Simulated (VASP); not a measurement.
# ZrNbGe2 (P4/mmm) in VASP: notebook, part 2 of 3

VASP 6.6.1. Earlier steps stand in the parts before.

### 3 Single point, PBE

This run uses another cell than the first one, of 19.29 Å³/atom, 1.108 times its volume.

The input, INCAR:

```
PREC = Accurate
ENCUT = 520
EDIFF = 1E-6
ISMEAR = 0
SIGMA = 0.1
LREAL = False
LASPH = True
NELM = 80
ALGO = Normal
ISIF = 2
LWAVE = False
LCHARG = True
GGA = PE
LELF = True
LVHAR = True
NBANDS = 34
```

The input, KPOINTS:

```
regular mesh
0
Gamma
  6 6 4
```

The input, POSCAR:

```
ZrNbGe2
1.0
    3.8058065515      0.0000000000      0.0000000000
    0.0000000000      3.8058065515      0.0000000000
    0.0000000000      0.0000000000      5.3284269393
Zr Nb Ge
1 1 2
Direct
    0.0000000000      0.0000000000      0.0000000000
    0.5000000000      0.5000000000      0.5000000000
    0.0000000000      0.0000000000      0.5000000000
    0.5000000000      0.5000000000      0.0000000000
```

Potentials or basis: VASP PAW PBE potentials, release 64 (Zr_sv, Nb_sv, Ge_d).

The run is started by

```bash
> cat potpaw_PBE.64/Zr_sv/POTCAR potpaw_PBE.64/Nb_sv/POTCAR potpaw_PBE.64/Ge_d/POTCAR > POTCAR
> mpirun -np 1 vasp_std > vasp.out
```

OUTCAR:

```text
PREC = Accurate
   ENCUT = 520
   EDIFF = 1E-6
   ISMEAR = 0
   LREAL = False
   LASPH = True
   NELM = 80
   ISIF = 2
   GGA = PE

 ion  position               nearest neighbor table
   1  0.000  0.000  0.000-   3 2.66   3 2.66   4 2.69   4 2.69   4 2.69   4 2.69
   2  0.500  0.500  0.500-   4 2.66   4 2.66   3 2.69   3 2.69   3 2.69   3 2.69
   3  0.000  0.000  0.500-   1 2.66   1 2.66   2 2.69   2 2.69   2 2.69   2 2.69
   4  0.500  0.500  0.000-   2 2.66   2 2.66   1 2.69   1 2.69   1 2.69   1 2.69

  LATTYP: Found a simple tetragonal cell.
 ALAT       =     3.8058065515
 C/A-ratio  =     1.4000782402

  Lattice vectors:

 A1 = (   3.8058065515,   0.0000000000,   0.0000000000)
 A2 = (   0.0000000000,   3.8058065515,   0.0000000000)
 A3 = (   0.0000000000,   0.0000000000,   5.3284269393)

Analysis of symmetry for initial positions (statically):
=====================================================================
 Subroutine PRICEL returns:
 Original cell was already a primitive cell.

 Routine SETGRP: Setting up the symmetry group for a
 simple tetragonal supercell.

 Subroutine GETGRP returns: Found 16 space group operations
 (whereof 16 operations were pure point group operations)
 out of a pool of 16 trial point group operations.

The static configuration has the point symmetry D_4h.

Analysis of symmetry for dynamics (positions and initial velocities):
=====================================================================
 Subroutine PRICEL returns:
 Original cell was already a primitive cell.

 Routine SETGRP: Setting up the symmetry group for a
 simple tetragonal supercell.

 Subroutine GETGRP returns: Found 16 space group operations
 (whereof 16 operations were pure point group operations)
 out of a pool of 16 trial point group operations.

The dynamic configuration has the point symmetry D_4h.

 Subroutine INISYM returns: Found 16 space group operations
 (whereof 16 operations are pure point group operations),
 and found     1 'primitive' translations

----------------------------------------------------------------------------------------

                                     Primitive cell

  volume of cell :      77.1778

  direct lattice vectors                    reciprocal lattice vectors
     3.805806551  0.000000000  0.000000000     0.262756392  0.000000000  0.000000000
     0.000000000  3.805806551  0.000000000     0.000000000  0.262756392  0.000000000
     0.000000000  0.000000000  5.328426939     0.000000000  0.000000000  0.187672649

  length of vectors
     3.805806551  3.805806551  5.328426939     0.262756392  0.262756392  0.187672649

  position of ions in fractional coordinates (direct lattice)
     0.000000000  0.000000000  0.000000000
     0.500000000  0.500000000  0.500000000
     0.000000000  0.000000000  0.500000000
     0.500000000  0.500000000  0.000000000

  ion indices of the primitive-cell ions
   primitive index   ion index
                 1           1
                 2           2
                 3           3
                 4           4

----------------------------------------------------------------------------------------

 KPOINTS: regular mesh

Automatic generation of k-mesh.
 Grid dimensions read from file:
 generate k-points for:    6    6    4

 Generating k-lattice:

  Cartesian coordinates                     Fractional coordinates (reciprocal lattice)
     0.043792732  0.000000000  0.000000000     0.166666667  0.000000000  0.000000000
     0.000000000  0.043792732  0.000000000     0.000000000  0.166666667  0.000000000
     0.000000000  0.000000000  0.046918162     0.000000000  0.000000000  0.250000000

  Length of vectors
     0.043792732  0.043792732  0.046918162

  Shift w.r.t. Gamma in fractional coordinates (k-lattice)
     0.000000000  0.000000000  0.000000000

 Subroutine IBZKPT returns following result:
 ===========================================

 Found     30 irreducible k-points:

 Following reciprocal coordinates:
            Coordinates               Weight
  0.000000  0.000000  0.000000      1.000000
  0.166667  0.000000  0.000000      4.000000
  0.333333  0.000000  0.000000      4.000000
  0.500000  0.000000  0.000000      2.000000
  0.166667  0.166667  0.000000      4.000000
  0.333333  0.166667  0.000000      8.000000
[... 16 lines left out ...]
  0.333333  0.000000  0.500000      4.000000
  0.500000  0.000000  0.500000      2.000000
 [... further k-points ...]
   k-points           NKPTS =     30   k-points in BZ     NKDIM =     30   number of bands    NBANDS=     34
   number of dos      NEDOS =    301   number of ions     NIONS =      4
   total plane-waves  NPLWV =  31360
   dimension x,y,z NGX =    28 NGY =   28 NGZ =   40
   dimension x,y,z NGXF=    56 NGYF=   56 NGZF=   80
   ions per type =               1   1   2
   NGX,Y,Z   is equivalent  to a cutoff of  12.23, 12.23, 12.48 a.u.
   NGXF,Y,Z  is equivalent  to a cutoff of  24.46, 24.46, 24.96 a.u.
 SYSTEM =  unknown system
   PREC   = accura    normal or accurate (medium, high low for compatibility)
   ISTART =      0    job   : 0-new  1-cont  2-samecut
   ICHARG =      2    charge: 1-file 2-atom 10-const
   ISPIN  =      1    spin polarized calculation?
   LNONCOLLINEAR =      F non collinear calculations
   LSORBIT =      F    spin-orbit coupling
   LASPH  =      T    aspherical Exc in radial PAW
   ENCUT  =  520.0 eV  38.22 Ry    6.18 a.u.   7.08  7.08  9.91*2*pi/ulx,y,z
   NELM   =     80;   NELMIN=  2; NELMDL= -5     # of ELM steps
   EDIFF  = 0.1E-05   stopping-criterion for ELM
   LREAL  =      F    real-space projection
   EDIFFG = 0.1E-04   stopping-criterion for IOM
   NSW    =      0    number of steps for IOM
   IBRION =     -1    ionic relax: 0-MD 1-quasi-New 2-CG
   NFREE  =      0    steps in history (QN), initial steepest desc. (CG)
   ISIF   =      2    stress and relaxation
   ISYM   =      2    0-nonsym 1-usesym 2-fastsym
   POTIM  = 0.5000    time-step for ionic-motion
   TEBEG  =    0.0;   TEEND  =   0.0 temperature during run
   PSTRESS=    0.0 pullay stress
   NELECT =      53.0000    total number of electrons
   NUPDOWN=      -1.0000    fix difference up-down
   EMIN   =  10.00;   EMAX   =-10.00  energy-range for DOS
   EFERMI =   0.00;   METHOD = LEGACY
   ISMEAR =     0;   SIGMA  =   0.10  broadening in eV -4-tet -1-fermi 0-gaus
   EFERMI_NEDOS =   21; number of points for ismear=-14 and -15
   IALGO  =     38    algorithm
   IMIX   =      4    mixing-type and parameters
     AMIX     =   0.40;   BMIX     =  1.00
     AMIX_MAG =   1.60;   BMIX_MAG =  1.00
  volume/ion in A,a.u.               =      19.29       130.21
  Fermi-wavevector in a.u.,A,eV,Ry     =   1.444340  2.729406 28.383342  2.086117
  Thomas-Fermi vector in A             =   2.562646
   LORBIT       =      0    0 simple, 1 ext, 2 COOP (PROOUT), +10 PAW based schemes
   GGA     = PE    functional components
   LHFCALC =     F    Hartree Fock is set to
   AEXX    =    0.0000 exact exchange contribution
   IVDW    =     0    specifies the selected vdW correction
   LEPSILON=     F    determine dielectric tensor
   LRPA    =     F    only Hartree local field effects (RPA)
 non-spin polarized calculation
 Gauss-broadening in eV      SIGMA  =   0.10
  energy-cutoff  :      520.00
  volume of cell :       77.18
 maximum number of plane-waves:      2096
   NGX = 15   NGY = 15   NGZ = 19

 number of electron      52.9999951 magnetization

 Free energy of the ion-electron system (eV)
  ---------------------------------------------------
  ext. energy  EPLUGINS =         0.00000000
  ---------------------------------------------------
  free energy    TOTEN  =       -29.40155473 eV

  energy without entropy =      -29.38856291  energy(sigma->0) =      -29.39505882

 E-fermi :   8.8608     XC(G=0): -11.5525

 val. band max:        8.8431144038   @ k =   0.5000   0.5000   0.0000
 cond. band min:       8.8847673990   @ k =   0.5000   0.1667   0.0000
 fundamental gap:      0.0416529952
 Fermi energy:         8.8608317235

 k-point     1 :       0.0000    0.0000    0.0000
  band No.  band energies     occupation
      1     -46.8223      2.00000
      2     -40.3568      2.00000
      3     -22.8707      2.00000
      4     -22.8707      2.00000
      5     -22.8623      2.00000
      6     -18.4865      2.00000
[... 26 lines left out ...]
     33      11.0698      0.00000
     34      11.1092      0.00000
[... 820 lines left out ...]
      4     -22.8734      2.00000
      5     -22.8676      2.00000
      6     -18.5354      2.00000
[... 26 lines left out ...]
     33      13.1626      0.00000
     34      13.2351      0.00000

 [... further k-points ...]
[... 5 lines left out ...]
  --------------------------------------------------------------------------------------
  -------------------------------------------------------------------------------------
  Total        0.0092026      0.0092026      0.0523465      0.0000000      0.0000000     -0.0000000
  in kB        0.1910409      0.1910409      1.0866914      0.0000000      0.0000000     -0.0000000
  external PRESSURE =       0.4895911 kB  Pullay stress =       0.0000000 kB

 VOLUME and BASIS-vectors are now :
 -----------------------------------------------------------------------------
  energy-cutoff  :      520.00
  volume of cell :       77.18
      direct lattice vectors                 reciprocal lattice vectors
     3.805806551  0.000000000  0.000000000     0.262756392  0.000000000  0.000000000
     0.000000000  3.805806551  0.000000000     0.000000000  0.262756392  0.000000000
     0.000000000  0.000000000  5.328426939     0.000000000  0.000000000  0.187672649

 POSITION                                       TOTAL-FORCE (eV/Angst)
 -----------------------------------------------------------------------------------
      0.00000      0.00000      0.00000         0.000000      0.000000      0.000000
      1.90290      1.90290      2.66421         0.000000      0.000000      0.000000
      0.00000      0.00000      2.66421         0.000000      0.000000      0.000000
      1.90290      1.90290      0.00000         0.000000      0.000000      0.000000
 -----------------------------------------------------------------------------------
    total drift:                                0.000000      0.000000      0.000000

  FREE ENERGIE OF THE ION-ELECTRON SYSTEM (eV)
  ---------------------------------------------------
  free  energy   TOTEN  =       -29.4015547349 eV

  energy  without entropy=      -29.3885629148  energy(sigma->0) =      -29.39505882
```

Wall time 28 s (1 thread of Intel Xeon 6975P-C (Granite Rapids), shared host); peak memory 0.22 GiB.

What came out:

- Free energy: -29.4016 eV
- Pressure: 0.0 GPa

Levels at points of the mesh, in eV from the Fermi level:
```
           k point  band 24  band 25  band 26  band 27  band 28  band 29
(0.00, 0.00, 0.00)    -0.69    -0.47    -0.16    -0.12    -0.12     0.11
(0.50, 0.00, 0.00)    -2.75    -2.71    -2.25     0.14     1.03     1.25
(0.50, 0.50, 0.00)    -2.36    -0.14    -0.02    -0.02     0.07     0.71
(0.00, 0.00, 0.50)    -1.24    -1.03    -1.03    -0.69    -0.69    -0.02
(0.50, 0.00, 0.50)    -2.96    -2.66    -2.64     1.00     1.07     1.47
(0.50, 0.50, 0.50)    -3.11    -3.01    -2.70     1.36     1.41     1.41
```

[end of part 2 of 3]
